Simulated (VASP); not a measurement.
A run of VASP 6.6.1 is set up as follows.

File POSCAR:

```
MoP4
1.0
    2.6565000000     -5.5695000000      0.0000000000
    2.6565000000      5.5695000000      0.0000000000
   -2.0515200000      0.0000000000      5.4464400000
Mo P
2 8
Direct
    0.9375900000      0.0624100000      0.2500000000
    0.0624100000      0.9375900000      0.7500000000
    0.1851800000      0.3623600000      0.6779700000
    0.6376400000      0.8148200000      0.8220300000
    0.8148200000      0.6376400000      0.3220300000
    0.3623600000      0.1851800000      0.1779700000
    0.0527300000      0.4950300000      0.1899600000
    0.5049700000      0.9472700000      0.3100400000
    0.9472700000      0.5049700000      0.8100400000
    0.4950300000      0.0527300000      0.6899600000
```

INCAR.step1

```
SYSTEM = MoP4
ALGO     = Normal         ! electronic algorithm
EDIFF    = 1E-4           ! SCF threshold, eV
ENCUT    = 520            ! plane-wave cutoff, eV
GGA      = PE             ! functional
ISMEAR   = -1             ! smearing method
ISPIN    = 2              ! spin polarisation
LASPH    = .True.         ! aspherical terms in the spheres
LCHARG   = .False.        ! write CHGCAR
LMAXMIX  = 4              ! l up to which the mixer works
LREAL    = .False.        ! projectors in reciprocal space
LWAVE    = .True.         ! write WAVECAR
MAGMOM   = 2 2 0 0 0 0 0 0 0 0 ! initial moments
NBANDS   = 49             ! bands
NELM     = 150            ! most SCF steps
PREC     = Accurate       ! precision mode
SIGMA    = 0.05           ! smearing width, eV
```

INCAR.step2

```
SYSTEM = MoP4
ALGO     = Normal         ! electronic algorithm
EDIFF    = 1E-6           ! SCF threshold, eV
ENCUT    = 520            ! plane-wave cutoff, eV
ISIF     = 2              ! what is computed and relaxed
ISMEAR   = -1             ! smearing method
ISPIN    = 2              ! spin polarisation
ISTART   = 1            
LASPH    = .True.         ! aspherical terms in the spheres
LCHARG   = .False.        ! write CHGCAR
LMAXMIX  = 4              ! l up to which the mixer works
LMIXTAU  = .True.       
LORBIT   = 11             ! projections on sites
LREAL    = .False.        ! projectors in reciprocal space
LWAVE    = .False.        ! write WAVECAR
MAGMOM   = 2 2 0 0 0 0 0 0 0 0 ! initial moments
METAGGA  = R2SCAN         ! meta-GGA
NBANDS   = 49             ! bands
NELM     = 150            ! most SCF steps
PREC     = Accurate       ! precision mode
SIGMA    = 0.05           ! smearing width, eV
```

File KPOINTS:

```
k-points
0
Gamma
  4 4 4
  0 0 0
```

Potentials or basis: VASP PAW PBE potentials, release 64 (Mo_sv, P).

Launch:

```console
$ cat potpaw_PBE.64/Mo_sv/POTCAR potpaw_PBE.64/P/POTCAR > POTCAR
$ cp INCAR.step1 INCAR
$ mpirun -np 1 vasp_std > vasp.out
$ cp INCAR.step2 INCAR
$ mpirun -np 1 vasp_std > vasp.out
```

Problem. Predict the band gap on the k mesh.

Solution. Zero (filled and empty bands overlap).

Problem. Predict the largest force.

Solution. 1.615 eV/Å.

Problem. Estimate the pressure.

Solution. 1.9 GPa.

Problem. Estimate the net moment.

Solution. 0.00 μB per cell.

Stress tensor (GPa, compression positive):
```
 1.14  0.00 -0.37
 0.00  0.83  0.00
-0.37  0.00  3.80
```

Caveat: the PAW data sets were made with another functional, which shifts forces and pressure a little.
